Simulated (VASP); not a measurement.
# Ta (Im-3m) in VASP: settings compared

The runs below take Ta through single point, with HSE06, PBE0.

Everything below comes from runs of VASP 6.6.1. Logs are shortened: lines on timing, memory, paths and dates and some standing lists are left out, and cuts for length are marked.

### Step 1. The cell of the first run

The structure is cubic, space group Im-3m (No. 229). Conventional cell: a = 3.324 Å, b = 3.324 Å, c = 3.324 Å, α = 90.00°, β = 90.00°, γ = 90.00°. Ta (site symmetry m-3m) has 14 Ta at 2.88 to 3.32 Å within 3.8 Å.

### Step 2. Single point, HSE06

POSCAR reads:

```
Ta
1.0
   -1.6622159478      1.6622159478      1.6622159478
    1.6622159478     -1.6622159478      1.6622159478
    1.6622159478      1.6622159478     -1.6622159478
Ta
1
Direct
    0.0000000000      0.0000000000      0.0000000000
```

INCAR.step1 reads:

```
  PREC = Accurate
  ENCUT = 520
  EDIFF = 1E-5
  ISMEAR = -1
  SIGMA = 0.05
  LREAL = False
  LASPH = True
  NELM = 80
  ALGO = Normal
  ISIF = 2
  LWAVE = True
  NBANDS = 12
  GGA = PE
```

INCAR.step2 reads:

```
  PREC = Accurate
  ENCUT = 520
  EDIFF = 1E-7
  ISMEAR = -1
  SIGMA = 0.05
  LREAL = False
  LASPH = True
  NELM = 80
  ALGO = Normal
  ISIF = 2
  LWAVE = False
  LCHARG = True
  GGA = PE
  LHFCALC = True
  HFSCREEN = 0.2079
  PRECFOCK = Normal
  LELF = True
  LVHAR = True
  NBANDS = 12
  ISTART = 1
```

KPOINTS reads:

```
Automatic mesh
0
Gamma
  6 6 6
```

Potentials or basis: VASP PAW PBE potentials, release 64 (Ta_pv).

Command:

```console
$ cat potpaw_PBE.64/Ta_pv/POTCAR > POTCAR
$ cp INCAR.step1 INCAR
$ mpirun -np 1 vasp_std > vasp.out
$ cp INCAR.step2 INCAR
$ mpirun -np 1 vasp_std > vasp.out
```

OUTCAR:

```text
PREC = Accurate
   ENCUT = 520
   EDIFF = 1E-7
   ISMEAR = -1
   LREAL = False
   LASPH = True
   NELM = 80
   ISIF = 2
   GGA = PE
   LHFCALC = True
   HFSCREEN = 0.2079
   PRECFOCK = Normal
   ISTART = 1

 ion  position               nearest neighbor table
   1  0.000  0.000  0.000-

  LATTYP: Found a body centered cubic cell.
 ALAT       =     3.3244318956

  Lattice vectors:

 A1 = (  -1.6622159478,   1.6622159478,   1.6622159478)
 A2 = (   1.6622159478,  -1.6622159478,   1.6622159478)
 A3 = (   1.6622159478,   1.6622159478,  -1.6622159478)

Analysis of symmetry for initial positions (statically):
=====================================================================
 Subroutine PRICEL returns:
 Original cell was already a primitive cell.

 Routine SETGRP: Setting up the symmetry group for a
 body centered cubic supercell.

 Subroutine GETGRP returns: Found 48 space group operations
 (whereof 48 operations were pure point group operations)
 out of a pool of 48 trial point group operations.

The static configuration has the point symmetry O_h .

Analysis of symmetry for dynamics (positions and initial velocities):
=====================================================================
 Subroutine PRICEL returns:
 Original cell was already a primitive cell.

 Routine SETGRP: Setting up the symmetry group for a
 body centered cubic supercell.

 Subroutine GETGRP returns: Found 48 space group operations
 (whereof 48 operations were pure point group operations)
 out of a pool of 48 trial point group operations.

The dynamic configuration has the point symmetry O_h .

 Subroutine INISYM returns: Found 48 space group operations
 (whereof 48 operations are pure point group operations),
 and found     1 'primitive' translations

----------------------------------------------------------------------------------------

                                     Primitive cell

  volume of cell :      18.3706

  direct lattice vectors                    reciprocal lattice vectors
    -1.662215948  1.662215948  1.662215948     0.000000000  0.300803274  0.300803274
     1.662215948 -1.662215948  1.662215948     0.300803274  0.000000000  0.300803274
     1.662215948  1.662215948 -1.662215948     0.300803274  0.300803274  0.000000000

  length of vectors
     2.879042475  2.879042475  2.879042475     0.425400070  0.425400070  0.425400070

  position of ions in fractional coordinates (direct lattice)
     0.000000000  0.000000000  0.000000000

  ion indices of the primitive-cell ions
   primitive index   ion index
                 1           1

----------------------------------------------------------------------------------------

 KPOINTS: Automatic mesh

Automatic generation of k-mesh.
 Grid dimensions read from file:
 generate k-points for:    6    6    6

 Generating k-lattice:

  Cartesian coordinates                     Fractional coordinates (reciprocal lattice)
     0.000000000  0.050133879  0.050133879     0.166666667  0.000000000  0.000000000
     0.050133879  0.000000000  0.050133879     0.000000000  0.166666667  0.000000000
     0.050133879  0.050133879  0.000000000     0.000000000  0.000000000  0.166666667

  Length of vectors
     0.070900012  0.070900012  0.070900012

  Shift w.r.t. Gamma in fractional coordinates (k-lattice)
     0.000000000  0.000000000  0.000000000

 Subroutine IBZKPT returns following result:
 ===========================================

 Found     16 irreducible k-points:

 Following reciprocal coordinates:
            Coordinates               Weight
  0.000000  0.000000  0.000000      1.000000
  0.166667  0.000000  0.000000     12.000000
  0.333333  0.000000  0.000000     12.000000
  0.500000  0.000000  0.000000      6.000000
  0.166667  0.166667  0.000000     24.000000
  0.333333  0.166667 -0.000000     48.000000
[... 8 lines left out ...]
  0.500000  0.500000  0.333333     12.000000
  0.500000  0.500000  0.500000      1.000000
   k-points           NKPTS =     16   k-points in BZ     NKDIM =    216   number of bands    NBANDS=     12
   number of dos      NEDOS =    301   number of ions     NIONS =      1
   total plane-waves  NPLWV =  13824
   dimension x,y,z NGX =    24 NGY =   24 NGZ =   24
   dimension x,y,z NGXF=    48 NGYF=   48 NGZF=   48
   ions per type =               1
   NGX,Y,Z   is equivalent  to a cutoff of  13.86, 13.86, 13.86 a.u.
   NGXF,Y,Z  is equivalent  to a cutoff of  27.72, 27.72, 27.72 a.u.
 SYSTEM =  unknown system
   PREC   = accura    normal or accurate (medium, high low for compatibility)
   ISTART =      1    job   : 0-new  1-cont  2-samecut
   ICHARG =      0    charge: 1-file 2-atom 10-const
   ISPIN  =      1    spin polarized calculation?
   LNONCOLLINEAR =      F non collinear calculations
   LSORBIT =      F    spin-orbit coupling
   LASPH  =      T    aspherical Exc in radial PAW
   ENCUT  =  520.0 eV  38.22 Ry    6.18 a.u.   5.35  5.35  5.35*2*pi/ulx,y,z
   NELM   =     80;   NELMIN=  2; NELMDL=  0     # of ELM steps
   EDIFF  = 0.1E-06   stopping-criterion for ELM
   LREAL  =      F    real-space projection
   EDIFFG = 0.1E-05   stopping-criterion for IOM
   NSW    =      0    number of steps for IOM
   IBRION =     -1    ionic relax: 0-MD 1-quasi-New 2-CG
   NFREE  =      0    steps in history (QN), initial steepest desc. (CG)
   ISIF   =      2    stress and relaxation
   ISYM   =      3    0-nonsym 1-usesym 2-fastsym
   POTIM  = 0.5000    time-step for ionic-motion
   TEBEG  =    0.0;   TEEND  =   0.0 temperature during run
   PSTRESS=    0.0 pullay stress
   NELECT =      11.0000    total number of electrons
   NUPDOWN=      -1.0000    fix difference up-down
   EMIN   =  10.00;   EMAX   =-10.00  energy-range for DOS
   EFERMI =   0.00;   METHOD = LEGACY
   ISMEAR =    -1;   SIGMA  =   0.05  broadening in eV -4-tet -1-fermi 0-gaus
   EFERMI_NEDOS =   21; number of points for ismear=-14 and -15
   IALGO  =     38    algorithm
   IMIX   =      1    mixing-type and parameters
     AMIX     =   0.40;   BMIX     =  1.00
     AMIX_MAG =   1.60;   BMIX_MAG =  1.00
  volume/ion in A,a.u.               =      18.37       123.97
  Fermi-wavevector in a.u.,A,eV,Ry     =   1.379849  2.607537 25.905271  1.903984
  Thomas-Fermi vector in A             =   2.504781
   LORBIT       =      0    0 simple, 1 ext, 2 COOP (PROOUT), +10 PAW based schemes
   GGA     = PE    functional components
   LHFCALC =     T    Hartree Fock is set to
   PRECFOCK=normal    Normal, Fast or Accurate (Low or Medium for compatibility)
   ENCUT4O =  -1.0   cutoff for four orbital integrals eV
   NKREDX  =     1    reduce k-point grid by
   NKREDY  =     1    reduce k-point grid by
   NKREDZ  =     1    reduce k-point grid by
   AEXX    =    0.2500 exact exchange contribution
   HFSCREEN=    0.2079 screening length (either q_TF or 0.3 A-1)
   HFSCREENC=   0.2079 screening length for correlation (either q_TF or 0.3 A-1)
   ENCUTFOCK=  -1.0 apply spherical cutoff to Coloumb kernel
   IVDW    =     0    specifies the selected vdW correction
   LEPSILON=     F    determine dielectric tensor
   LRPA    =     F    only Hartree local field effects (RPA)
 non-spin polarized calculation
  energy-cutoff  :      520.00
  volume of cell :       18.37
 maximum number of plane-waves:       531
 NGX is ok and might be reduce to    24
  NGX = 18; NGY = 18; NGZ = 18

 number of electron      11.0000000 magnetization

 Free energy of the ion-electron system (eV)
  ---------------------------------------------------
  ext. energy  EPLUGINS =         0.00000000
  ---------------------------------------------------
  free energy    TOTEN  =       -13.44464489 eV

  energy without entropy =      -13.42866041  energy(sigma->0) =      -13.43665265

 E-fermi :   4.9614     XC(G=0): -10.2469

 val. band max:        4.8213269747   @ k =   0.5000   0.5000   0.1667
 cond. band min:       4.9618000171   @ k =  -0.3333   0.5000   0.1667
 fundamental gap:      0.1404730424
 Fermi energy:         4.9614454148

 k-point     1 :       0.0000    0.0000    0.0000
  band No.  band energies     occupation
      1     -30.4610      2.00000
      2     -30.4610      2.00000
      3     -30.4610      2.00000
      4      -3.8314      2.00000
      5       6.2965      0.00000
      6       6.2965      0.00000
      7       6.2965      0.00000
      8       9.8632      0.00000
      9       9.8632      0.00000
     10      21.0268      0.00000
     11      21.0268      0.00000
     12      21.0268      0.00000

 k-point     2 :       0.1667    0.0000    0.0000
  band No.  band energies     occupation
      1     -30.7930      2.00000
      2     -30.5594      2.00000
      3     -30.4620      2.00000
      4      -2.5680      2.00000
      5       5.4264      0.00018
      6       5.7472      0.00000
      7       7.5321      0.00000
      8       9.1054      0.00000
      9       9.8679      0.00000
     10      21.6897      0.00000
     11      21.7660      0.00000
     12      23.1479      0.00000

 k-point     3 :       0.3333    0.0000    0.0000
  band No.  band energies     occupation
      1     -31.4143      2.00000
      2     -30.7507      2.00000
      3     -30.4633      2.00000
      4      -0.2513      2.00000
      5       4.0198      2.00000
      6       4.9743      0.87230
      7       9.5588      0.00000
      8      10.2561      0.00000
      9      10.8309      0.00000
     10      19.6572      0.00000
     11      20.4367      0.00000
     12      21.6925      0.00000

 k-point     4 :       0.5000    0.0000    0.0000
  band No.  band energies     occupation
      1     -31.7069      2.00000
      2     -30.8441      2.00000
      3     -30.4640      2.00000
      4       0.1939      2.00000
      5       3.4273      2.00000
      6       6.3995      0.00000
      7       9.7002      0.00000
      8      10.7360      0.00000
      9      13.6088      0.00000
     10      17.6292      0.00000
     11      17.8067      0.00000
     12      21.6914      0.00000

 k-point     5 :       0.1667    0.1667    0.0000
  band No.  band energies     occupation
      1     -31.2130      2.00000
      2     -30.6907      2.00000
      3     -30.5322      2.00000
      4      -0.5444      2.00000
      5       4.3701      1.99999
      6       4.6189      1.99789
      7       8.7170      0.00000
      8      10.0685      0.00000
      9      10.5276      0.00000
     10      21.0406      0.00000
     11      21.6916      0.00000
     12      22.8640      0.00000
[... 108 lines left out ...]
      1     -31.4485      2.00000
      2     -31.1633      2.00000
      3     -30.7633      2.00000
      4       2.4034      2.00000
      5       2.7688      2.00000
      6       4.9618      0.99645
      7       8.8189      0.00000
      8      10.5839      0.00000
      9      14.4667      0.00000
     10      17.3108      0.00000
     11      20.4699      0.00000
     12      21.6912      0.00000

 k-point    14 :      -0.3333    0.3333    0.3333
  band No.  band energies     occupation
      1     -31.2792      2.00000
      2     -31.0836      2.00000
      3     -31.0835      2.00000
      4       1.8675      2.00000
      5       2.4007      2.00000
      6       8.0439      0.00000
      7       8.0440      0.00000
      8      10.4705      0.00000
      9      10.7151      0.00000
     10      21.4619      0.00000
     11      21.4619      0.00000
     12      21.6888      0.00000

 k-point    15 :       0.5000    0.5000    0.3333
  band No.  band energies     occupation
      1     -31.4022      2.00000
      2     -31.1887      2.00000
      3     -31.1023      2.00000
      4       1.5578      2.00000
      5       1.8101      2.00000
      6       8.5040      0.00000
      7       8.5212      0.00000
      8      12.8651      0.00000
      9      14.1474      0.00000
     10      16.2156      0.00000
     11      18.1447      0.00000
     12      21.6903      0.00000

 k-point    16 :       0.5000    0.5000    0.5000
  band No.  band energies     occupation
      1     -31.2972      2.00000
      2     -31.2972      2.00000
      3     -31.2972      2.00000
      4       0.8785      2.00000
      5       0.8785      2.00000
      6      12.6357      0.00000
      7      12.6357      0.00000
      8      12.6357      0.00000
      9      14.3154      0.00000
     10      14.3154      0.00000
     11      14.3154      0.00000
     12      21.6268      0.00000

------------------------ aborting loop because EDIFF is reached ----------------------------------------

  FORCE on cell =-STRESS in cart. coord.  units (eV):
  Direction    XX          YY          ZZ          XY          YZ          ZX
  --------------------------------------------------------------------------------------
  -------------------------------------------------------------------------------------
  Total       -0.0664023     -0.0664023     -0.0664023      0.0000000     -0.0000000     -0.0000000
  in kB       -5.7912390     -5.7912390     -5.7912390      0.0000000     -0.0000000     -0.0000000
  external PRESSURE =      -5.7912390 kB  Pullay stress =       0.0000000 kB

 VOLUME and BASIS-vectors are now :
 -----------------------------------------------------------------------------
  energy-cutoff  :      520.00
  volume of cell :       18.37
      direct lattice vectors                 reciprocal lattice vectors
    -1.662215948  1.662215948  1.662215948     0.000000000  0.300803274  0.300803274
     1.662215948 -1.662215948  1.662215948     0.300803274  0.000000000  0.300803274
     1.662215948  1.662215948 -1.662215948     0.300803274  0.300803274  0.000000000

 POSITION                                       TOTAL-FORCE (eV/Angst)
 -----------------------------------------------------------------------------------
      0.00000      0.00000      0.00000        -0.000000     -0.000000     -0.000000
 -----------------------------------------------------------------------------------
    total drift:                                0.000000     -0.000000     -0.000000

  FREE ENERGIE OF THE ION-ELECTRON SYSTEM (eV)
  ---------------------------------------------------
  free  energy   TOTEN  =       -13.4446448896 eV

  energy  without entropy=      -13.4286604094  energy(sigma->0) =      -13.43665265
```

Run time: 8.2 min. Hardware: 1 thread of Intel Xeon 6975P-C (Granite Rapids), shared host; peak memory 0.24 GiB.

Results:

| Quantity | Value |
| --- | --- |
| Free energy | -13.4446 eV |
| Pressure | -0.6 GPa |
| Band gap on the k mesh | zero (an odd number of electrons rules out a gap without spin polarisation) |

Caveat: the k points lie up to 0.45 Å⁻¹ apart, too coarse for converged energies and pressures of a metal; the PAW data sets were made with another functional, which shifts forces and pressure a little; spin-orbit coupling is left out, which moves the levels of the heavy elements.

(Part 1 of 2 ends here.)

The gap in the log of VASP goes by the Fermi energy; the results here count the filled bands.